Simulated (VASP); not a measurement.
# TiAl3 (I4/mmm) in VASP: further runs

The runs below take TiAl3 through single point, relaxation of cell and atoms, with revPBE+D3(BJ), PBE+D3(BJ), RPBE, r2SCAN+D4.

Program: VASP 6.6.1. These are calculated values, not measurements. Logs are shortened: lines on timing, memory, paths and dates and some standing lists are left out, and cuts for length are marked.

## (1) The cell of the first run

The structure is tetragonal, space group I4/mmm (No. 139). Conventional cell: a = 3.769 Å, b = 3.769 Å, c = 8.434 Å, α = 90.00°, β = 90.00°, γ = 90.00°. Ti (site symmetry 4/mmm) has 12 Al at 2.67 to 2.83 Å within 3.5 Å. Al (site symmetry 4/mmm) has 4 Ti at 2.67 Å and 8 Al at 2.83 Å within 3.5 Å. Al (site symmetry -4m2) has 8 Al at 2.67 to 2.83 Å and 4 Ti at 2.83 Å within 3.5 Å.

## (2) Single point, revPBE+D3(BJ)

File INCAR:

```
SYSTEM = TiAl3
PREC = Accurate ; ENCUT = 500
EDIFF = 1E-6 ; ISMEAR = 1
SIGMA = 0.1 ; LREAL = .FALSE.
LASPH = .TRUE. ; NELM = 120
ALGO = Normal ; ISIF = 2
LWAVE = .FALSE. ; LCHARG = .FALSE.
GGA = RE ; IVDW = 12
NBANDS = 18 ; GGA_COMPAT = .FALSE.
```

File KPOINTS:

```
regular mesh
0
G
  9 9 9
  0 0 0
```

File POSCAR:

```
TiAl3
1.0
   -1.8844484578      1.8844484578      4.2169138418
    1.8844484578     -1.8844484578      4.2169138418
    1.8844484578      1.8844484578     -4.2169138418
Ti Al
1 3
Direct
    0.0000000000      0.0000000000      0.0000000000
    0.5000000000      0.5000000000      0.0000000000
    0.7500000000      0.2500000000      0.5000000000
    0.2500000000      0.7500000000      0.5000000000
```

Potentials or basis: VASP PAW PBE potentials, release 64 (Ti_sv, Al).

The run is started by

```sh
$ cat potpaw_PBE.64/Ti_sv/POTCAR potpaw_PBE.64/Al/POTCAR > POTCAR
$ mpirun -np 1 vasp_std > vasp.out
```

OUTCAR:

```text
SYSTEM = TiAl3
   PREC = Accurate
   ENCUT = 500
   EDIFF = 1E-6
   ISMEAR = 1
   LREAL = .FALSE.
   LASPH = .TRUE.
   NELM = 120
   ISIF = 2
   GGA = RE
   IVDW = 12
 IVDW          = 12

 ion  position               nearest neighbor table
   1  0.000  0.000  0.000-   2 2.67   2 2.67   2 2.67   2 2.67   4 2.83   3 2.83   4 2.83   4 2.83
                             3 2.83   3 2.83   4 2.83   3 2.83
   2  0.500  0.500  0.000-   1 2.67   1 2.67   1 2.67   1 2.67   4 2.83   3 2.83   4 2.83   3 2.83
                             4 2.83   4 2.83   3 2.83   3 2.83
   3  0.750  0.250  0.500-   4 2.67   4 2.67   4 2.67   4 2.67   2 2.83   1 2.83   2 2.83   1 2.83
                             2 2.83   2 2.83   1 2.83   1 2.83
   4  0.250  0.750  0.500-   3 2.67   3 2.67   3 2.67   3 2.67   2 2.83   1 2.83   2 2.83   2 2.83
                             1 2.83   1 2.83   2 2.83   1 2.83

  LATTYP: Found a body centered tetragonal cell.
 ALAT       =     3.7688969156
 C/A-ratio  =     2.2377443248

  Lattice vectors:

 A1 = (  -1.8844484578,   1.8844484578,   4.2169138418)
 A2 = (   1.8844484578,  -1.8844484578,   4.2169138418)
 A3 = (   1.8844484578,   1.8844484578,  -4.2169138418)

Analysis of symmetry for initial positions (statically):
=====================================================================
 Subroutine PRICEL returns:
 Original cell was already a primitive cell.

 Routine SETGRP: Setting up the symmetry group for a
 body centered tetragonal supercell.

 Subroutine GETGRP returns: Found 16 space group operations
 (whereof 16 operations were pure point group operations)
 out of a pool of 16 trial point group operations.

The static configuration has the point symmetry D_4h.

Analysis of symmetry for dynamics (positions and initial velocities):
=====================================================================
 Subroutine PRICEL returns:
 Original cell was already a primitive cell.

 Routine SETGRP: Setting up the symmetry group for a
 body centered tetragonal supercell.

 Subroutine GETGRP returns: Found 16 space group operations
 (whereof 16 operations were pure point group operations)
 out of a pool of 16 trial point group operations.

The dynamic configuration has the point symmetry D_4h.

 Subroutine INISYM returns: Found 16 space group operations
 (whereof 16 operations are pure point group operations),
 and found     1 'primitive' translations

----------------------------------------------------------------------------------------

                                     Primitive cell

  volume of cell :      59.8995

  direct lattice vectors                    reciprocal lattice vectors
    -1.884448458  1.884448458  4.216913842     0.000000000  0.265329624  0.118570125
     1.884448458 -1.884448458  4.216913842     0.265329624  0.000000000  0.118570125
     1.884448458  1.884448458 -4.216913842     0.265329624  0.265329624  0.000000000

  length of vectors
     4.988452098  4.988452098  4.988452098     0.290617762  0.290617762  0.375232752

  position of ions in fractional coordinates (direct lattice)
     0.000000000  0.000000000  0.000000000
     0.500000000  0.500000000  0.000000000
     0.750000000  0.250000000  0.500000000
     0.250000000  0.750000000  0.500000000

  ion indices of the primitive-cell ions
   primitive index   ion index
                 1           1
                 2           2
                 3           3
                 4           4

----------------------------------------------------------------------------------------

 KPOINTS: regular mesh

Automatic generation of k-mesh.
 Grid dimensions read from file:
 generate k-points for:    9    9    9

 Generating k-lattice:

  Cartesian coordinates                     Fractional coordinates (reciprocal lattice)
     0.000000000  0.029481069  0.013174458     0.111111111  0.000000000  0.000000000
     0.029481069  0.000000000  0.013174458     0.000000000  0.111111111  0.000000000
     0.029481069  0.029481069  0.000000000     0.000000000  0.000000000  0.111111111

  Length of vectors
     0.032290862  0.032290862  0.041692528

  Shift w.r.t. Gamma in fractional coordinates (k-lattice)
     0.000000000  0.000000000  0.000000000

 Subroutine IBZKPT returns following result:
 ===========================================

 Found     75 irreducible k-points:

 Following reciprocal coordinates:
            Coordinates               Weight
  0.000000  0.000000  0.000000      1.000000
  0.111111  0.000000 -0.000000      8.000000
  0.222222  0.000000  0.000000      8.000000
  0.333333  0.000000 -0.000000      8.000000
  0.444444  0.000000  0.000000      8.000000
  0.111111  0.111111 -0.000000      8.000000
[... 16 lines left out ...]
 -0.333333  0.333333  0.000000      4.000000
  0.444444  0.444444  0.000000      8.000000
 [... further k-points ...]
   k-points           NKPTS =     75   k-points in BZ     NKDIM =     75   number of bands    NBANDS=     18
   number of dos      NEDOS =    301   number of ions     NIONS =      4
   total plane-waves  NPLWV =  46656
   dimension x,y,z NGX =    36 NGY =   36 NGZ =   36
   dimension x,y,z NGXF=    72 NGYF=   72 NGZF=   72
   ions per type =               1   3
   NGX,Y,Z   is equivalent  to a cutoff of  12.00, 12.00, 12.00 a.u.
   NGXF,Y,Z  is equivalent  to a cutoff of  23.99, 23.99, 23.99 a.u.
 SYSTEM =  TiAl3
   PREC   = accura    normal or accurate (medium, high low for compatibility)
   ISTART =      0    job   : 0-new  1-cont  2-samecut
   ICHARG =      2    charge: 1-file 2-atom 10-const
   ISPIN  =      1    spin polarized calculation?
   LNONCOLLINEAR =      F non collinear calculations
   LSORBIT =      F    spin-orbit coupling
   LASPH  =      T    aspherical Exc in radial PAW
   ENCUT  =  500.0 eV  36.75 Ry    6.06 a.u.   9.10  9.10  9.10*2*pi/ulx,y,z
   NELM   =    120;   NELMIN=  2; NELMDL= -5     # of ELM steps
   EDIFF  = 0.1E-05   stopping-criterion for ELM
   LREAL  =      F    real-space projection
   EDIFFG = 0.1E-04   stopping-criterion for IOM
   NSW    =      0    number of steps for IOM
   IBRION =     -1    ionic relax: 0-MD 1-quasi-New 2-CG
   NFREE  =      0    steps in history (QN), initial steepest desc. (CG)
   ISIF   =      2    stress and relaxation
   ISYM   =      2    0-nonsym 1-usesym 2-fastsym
   POTIM  = 0.5000    time-step for ionic-motion
   TEBEG  =    0.0;   TEEND  =   0.0 temperature during run
   PSTRESS=    0.0 pullay stress
   NELECT =      21.0000    total number of electrons
   NUPDOWN=      -1.0000    fix difference up-down
   EMIN   =  10.00;   EMAX   =-10.00  energy-range for DOS
   EFERMI =   0.00;   METHOD = LEGACY
   ISMEAR =     1;   SIGMA  =   0.10  broadening in eV -4-tet -1-fermi 0-gaus
   EFERMI_NEDOS =   21; number of points for ismear=-14 and -15
   IALGO  =     38    algorithm
   IMIX   =      4    mixing-type and parameters
     AMIX     =   0.40;   BMIX     =  1.00
     AMIX_MAG =   1.60;   BMIX_MAG =  1.00
  volume/ion in A,a.u.               =      14.97       101.06
  Fermi-wavevector in a.u.,A,eV,Ry     =   1.154357  2.181419 18.130312  1.332540
  Thomas-Fermi vector in A             =   2.290994
   LORBIT       =      0    0 simple, 1 ext, 2 COOP (PROOUT), +10 PAW based schemes
   GGA     = RE    functional components
   LHFCALC =     F    Hartree Fock is set to
   AEXX    =    0.0000 exact exchange contribution
   IVDW    =    12    specifies the selected vdW correction
   LEPSILON=     F    determine dielectric tensor
   LRPA    =     F    only Hartree local field effects (RPA)
 non-spin polarized calculation
 Methfessel and Paxton  Order N= 1 SIGMA  =   0.10
  energy-cutoff  :      500.00
  volume of cell :       59.90
 maximum number of plane-waves:      1555
   NGX = 19   NGY = 19   NGZ = 19

 number of electron      20.9999997 magnetization

 Free energy of the ion-electron system (eV)
  ---------------------------------------------------
  ext. energy  EPLUGINS =         0.00000000
  ---------------------------------------------------
  free energy    TOTEN  =       -19.60963331 eV

  energy without entropy =      -19.61096596  energy(sigma->0) =      -19.61007753

 E-fermi :   8.8856     XC(G=0): -10.9154

 val. band max:        8.8813788541   @ k =   0.3333   0.0000  -0.0000
 cond. band min:       8.8904279576   @ k =  -0.2222   0.2222   0.2222
 fundamental gap:      0.0090491034
 Fermi energy:         8.8855881265

 k-point     1 :       0.0000    0.0000    0.0000
  band No.  band energies     occupation
      1     -47.5324      2.00000
      2     -23.8081      2.00000
      3     -23.8081      2.00000
      4     -23.7350      2.00000
      5      -1.4749      2.00000
      6       6.0031      2.00000
[... 10 lines left out ...]
     17      12.9323      0.00000
     18      12.9686      0.00000

 k-point     2 :       0.1111    0.0000   -0.0000
  band No.  band energies     occupation
      1     -47.5322      2.00000
      2     -23.8120      2.00000
      3     -23.8078      2.00000
      4     -23.7348      2.00000
      5      -1.3154      2.00000
      6       5.4310      2.00000
[... 10 lines left out ...]
     17      13.0097      0.00000
     18      13.7467      0.00000

 k-point     3 :       0.2222    0.0000    0.0000
  band No.  band energies     occupation
      1     -47.5317      2.00000
      2     -23.8221      2.00000
      3     -23.8072      2.00000
      4     -23.7344      2.00000
      5      -0.8431      2.00000
      6       4.7256      2.00000
[... 10 lines left out ...]
     17      13.3660      0.00000
     18      14.8640      0.00000

 k-point     4 :       0.3333    0.0000   -0.0000
  band No.  band energies     occupation
      1     -47.5311      2.00000
      2     -23.8335      2.00000
      3     -23.8064      2.00000
      4     -23.7339      2.00000
      5      -0.0771      2.00000
      6       3.5739      2.00000
[... 375 lines left out ...]
      4     -23.7310      2.00000
      5       1.6376      2.00000
      6       3.8660      2.00000
[... 10 lines left out ...]
     17      12.7584      0.00000
     18      15.3244      0.00000

 k-point    23 :      -0.3333    0.3333    0.0000
  band No.  band energies     occupation
      1     -47.5299      2.00000
      2     -23.8312      2.00000
      3     -23.8295      2.00000
      4     -23.7314      2.00000
      5       0.8074      2.00000
      6       4.9588      2.00000
[... 10 lines left out ...]
     17      12.5951      0.00000
     18      16.1106      0.00000

 k-point    24 :       0.4444    0.4444    0.0000
  band No.  band energies     occupation
      1     -47.5293      2.00000
      2     -23.8368      2.00000
      3     -23.8360      2.00000
      4     -23.7304      2.00000
      5       2.9085      2.00000
      6       3.7237      2.00000
[... 10 lines left out ...]
     17      12.7163      0.00000
     18      15.0404      0.00000

 [... further k-points ...]

------------------------ aborting loop because EDIFF is reached ----------------------------------------

 Edisp (eV)   -3.35857

 E8    (eV) :    -2.3990

  FORCE on cell =-STRESS in cart. coord.  units (eV):
  Direction    XX          YY          ZZ          XY          YZ          ZX
  --------------------------------------------------------------------------------------
  -------------------------------------------------------------------------------------
  Total      -0.05051    -0.05051    -0.10787     0.00000     0.00000     0.00000
  in kB      -1.35110    -1.35110    -2.88522     0.00000     0.00000     0.00000
  external pressure =       -1.86 kB  Pullay stress =        0.00 kB

 VOLUME and BASIS-vectors are now :
 -----------------------------------------------------------------------------
  energy-cutoff  :      500.00
  volume of cell :       59.90
      direct lattice vectors                 reciprocal lattice vectors
    -1.884448458  1.884448458  4.216913842     0.000000000  0.265329624  0.118570125
     1.884448458 -1.884448458  4.216913842     0.265329624  0.000000000  0.118570125
     1.884448458  1.884448458 -4.216913842     0.265329624  0.265329624  0.000000000

 POSITION                                       TOTAL-FORCE (eV/Angst)
 -----------------------------------------------------------------------------------
      0.00000      0.00000      0.00000        -0.000000     -0.000000      0.000000
      0.00000      0.00000      4.21691        -0.000000     -0.000000      0.000000
     -0.00000      1.88445      2.10846         0.000000      0.000000     -0.000000
      1.88445     -0.00000      2.10846        -0.000000      0.000000      0.000000
 -----------------------------------------------------------------------------------
    total drift:                               -0.000000      0.000000      0.000000

  FREE ENERGIE OF THE ION-ELECTRON SYSTEM (eV)
  ---------------------------------------------------
  free  energy   TOTEN  =       -22.9681985804 eV

  energy  without entropy=      -22.9695312309  energy(sigma->0) =      -22.96864280
```

Run time: 34 s. Hardware: 1 thread of Intel Xeon 6975P-C (Granite Rapids), shared host; peak memory 0.25 GiB.

What came out:

```yaml
Free_energy: -22.9682 eV
Pressure: -0.2 GPa
Band_gap_on_the_k_mesh: zero (an odd number of electrons rules out a gap without spin polarisation)
Dispersion_energy_per_atom: -0.840 eV
```

Caveat: the PAW data sets were made with another functional, which shifts forces and pressure a little.

## (3) Single point, PBE+D3(BJ)

This run uses another cell than the first one, of 15.29 Å³/atom.

File INCAR:

```
ALGO = Normal
EDIFF = 1E-6
ENCUT = 500
GGA = PE
GGA_COMPAT = F
ISIF = 2
ISMEAR = 1
IVDW = 12
LASPH = T
LCHARG = F
LREAL = F
LWAVE = F
NBANDS = 18
NELM = 120
PREC = Accurate
SIGMA = 0.1
```

File KPOINTS:

```
k-points
0
Gamma
  9 9 9
```

File POSCAR:

```
TiAl3
1.0
   -1.8965450512      1.8965450512      4.2519047476
    1.8965450512     -1.8965450512      4.2519047476
    1.8965450512      1.8965450512     -4.2519047476
Ti Al
1 3
Direct
    0.0000000000      0.0000000000      0.0000000000
    0.5000000000      0.5000000000      0.0000000000
    0.7500000000      0.2500000000      0.5000000000
    0.2500000000      0.7500000000      0.5000000000
```

Potentials or basis: VASP PAW PBE potentials, release 64 (Ti_sv, Al).

The run is started by

```sh
$ cat potpaw_PBE.64/Ti_sv/POTCAR potpaw_PBE.64/Al/POTCAR > POTCAR
$ mpirun -np 1 vasp_std > vasp.out
```

Run time: 45 s. Hardware: 1 thread of Intel Xeon 6975P-C (Granite Rapids), shared host; peak memory 0.28 GiB.

The run converged. Its results:

- Free energy: -22.3624 eV
- Pressure: -0.1 GPa
- Band gap on the k mesh: zero (an odd number of electrons rules out a gap without spin polarisation)
- Dispersion energy per atom: -0.435 eV

Stress tensor (GPa, compression positive):
```
 0.00  0.00  0.00
 0.00  0.00  0.00
 0.00  0.00 -0.16
```

Levels at points of the mesh, in eV from the Fermi level:
| k point | band 9 | band 10 | band 11 | band 12 | band 13 | band 14 |
| --- | --- | --- | --- | --- | --- | --- |
| (0.00, 0.00, 0.00) | -1.25 | -1.25 | 0.86 | 1.80 | 1.80 | 2.24 |

## (4) Single point, RPBE

This run uses another cell than the first one, of 16.28 Å³/atom.

File INCAR:

```
SYSTEM = TiAl3
  PREC = Accurate
  ENCUT = 500
  EDIFF = 1E-6
  ISMEAR = 1
  SIGMA = 0.1
  LREAL = .False.
  LASPH = .True.
  NELM = 120
  ALGO = Normal
  ISIF = 2
  LWAVE = .False.
  LCHARG = .True.
  GGA = RP
  LELF = .True.
  LVHAR = .True.
  NBANDS = 18
  GGA_COMPAT = .False.
```

File KPOINTS:

```
Automatic mesh
0
Gamma
  9 9 9
  0 0 0
```

File POSCAR:

```
TiAl3
1.0
   -1.9360333188      1.9360333188      4.3430485230
    1.9360333188     -1.9360333188      4.3430485230
    1.9360333188      1.9360333188     -4.3430485230
Ti Al
1 3
Direct
    0.0000000000      0.0000000000      0.0000000000
    0.5000000000      0.5000000000      0.0000000000
    0.7500000000      0.2500000000      0.5000000000
    0.2500000000      0.7500000000      0.5000000000
```

The run is started by

```sh
$ cat potpaw_PBE.64/Ti_sv/POTCAR potpaw_PBE.64/Al/POTCAR > POTCAR
$ mpirun -np 1 vasp_std > vasp.out
```

Run time: 48 s. Hardware: 1 thread of Intel Xeon 6975P-C (Granite Rapids), shared host; peak memory 0.27 GiB.

It converged, with:

| Property | Result |
| --- | --- |
| Free energy | -19.5141 eV |
| Pressure | -0.1 GPa |
| Band gap on the k mesh | zero (an odd number of electrons rules out a gap without spin polarisation) |

Stress tensor (GPa, compression positive):
```
-0.07  0.00  0.00
 0.00 -0.07  0.00
 0.00  0.00 -0.20
```

Levels at points of the mesh, in eV from the Fermi level:
```csv
k point,band 7,band 8,band 9,band 10,band 11,band 12,band 13,band 14
"(0.00, 0.00, 0.00)",-2.61,-1.32,-1.19,-1.19,0.81,1.67,1.67,2.19
```

Caveat: the PAW data sets were made with another functional, which shifts forces and pressure a little.

## (5) Single point, r2SCAN+D4

This run uses another cell than the first one, of 15.51 Å³/atom.

File POSCAR:

```
TiAl3
1.0
   -1.9053039172      1.9053039172      4.2718913462
    1.9053039172     -1.9053039172      4.2718913462
    1.9053039172      1.9053039172     -4.2718913462
Ti Al
1 3
Direct
    0.0000000000      0.0000000000      0.0000000000
    0.5000000000      0.5000000000      0.0000000000
    0.7500000000      0.2500000000      0.5000000000
    0.2500000000      0.7500000000      0.5000000000
```

File INCAR.step1:

```
SYSTEM = TiAl3
PREC     = Accurate       ! precision mode
ENCUT    = 550            ! plane-wave cutoff, eV
ISMEAR   = 1              ! smearing method
SIGMA    = 0.1            ! smearing width, eV
LREAL    = .FALSE.        ! projectors in reciprocal space
LASPH    = .TRUE.         ! aspherical terms in the spheres
NELM     = 120            ! most SCF steps
NBANDS   = 18             ! bands
GGA      = PE             ! functional
ALGO     = Normal         ! electronic algorithm
EDIFF    = 1E-5           ! SCF threshold, eV
LWAVE    = .TRUE.         ! write WAVECAR
LCHARG   = .FALSE.        ! write CHGCAR
GGA_COMPAT= .FALSE.
```

File INCAR.step2:

```
SYSTEM = TiAl3
PREC     = Accurate       ! precision mode
ENCUT    = 550            ! plane-wave cutoff, eV
EDIFF    = 1E-6           ! SCF threshold, eV
ISMEAR   = 1              ! smearing method
SIGMA    = 0.1            ! smearing width, eV
LREAL    = .FALSE.        ! projectors in reciprocal space
LASPH    = .TRUE.         ! aspherical terms in the spheres
NELM     = 120            ! most SCF steps
ALGO     = Normal         ! electronic algorithm
ISIF     = 2              ! what is computed and relaxed
LWAVE    = .FALSE.        ! write WAVECAR
LCHARG   = .FALSE.        ! write CHGCAR
METAGGA  = R2SCAN         ! meta-GGA
LMIXTAU  = .TRUE.       
IVDW     = 13             ! dispersion correction
VDW_S6   = 1.0          
VDW_S8   = 0.6018749    
VDW_A1   = 0.51559235   
VDW_A2   = 5.77342911   
NBANDS   = 18             ! bands
ISTART   = 1            
GGA_COMPAT= .FALSE.
```

File KPOINTS:

```
Automatic mesh
0
G
  9 9 9
  0 0 0
```

The run is started by

```sh
$ cat potpaw_PBE.64/Ti_sv/POTCAR potpaw_PBE.64/Al/POTCAR > POTCAR
$ cp INCAR.step1 INCAR
$ mpirun -np 1 vasp_std > vasp.out
$ cp INCAR.step2 INCAR
$ mpirun -np 1 vasp_std > vasp.out
```

Wall time 3.3 min (1 thread of Intel Xeon 6975P-C (Granite Rapids), shared host); peak memory 0.3 GiB.

The run converged. Its results:

- Free energy: -35.3563 eV
- Pressure: -0.1 GPa
- Band gap on the k mesh: zero (an odd number of electrons rules out a gap without spin polarisation)
- Dispersion energy per atom: -0.113 eV

Stress tensor (GPa, compression positive):
```
-0.02  0.00  0.00
 0.00 -0.02  0.00
 0.00  0.00 -0.17
```

Levels at points of the mesh, in eV from the Fermi level:
```
           k point  band 9  band 10  band 11  band 12  band 13  band 14
(0.00, 0.00, 0.00)   -1.32    -1.32     0.88     1.79     1.79     2.18
```

Caveat: the PAW data sets were made with another functional, which shifts forces and pressure a little.

[end of part 1 of 2]
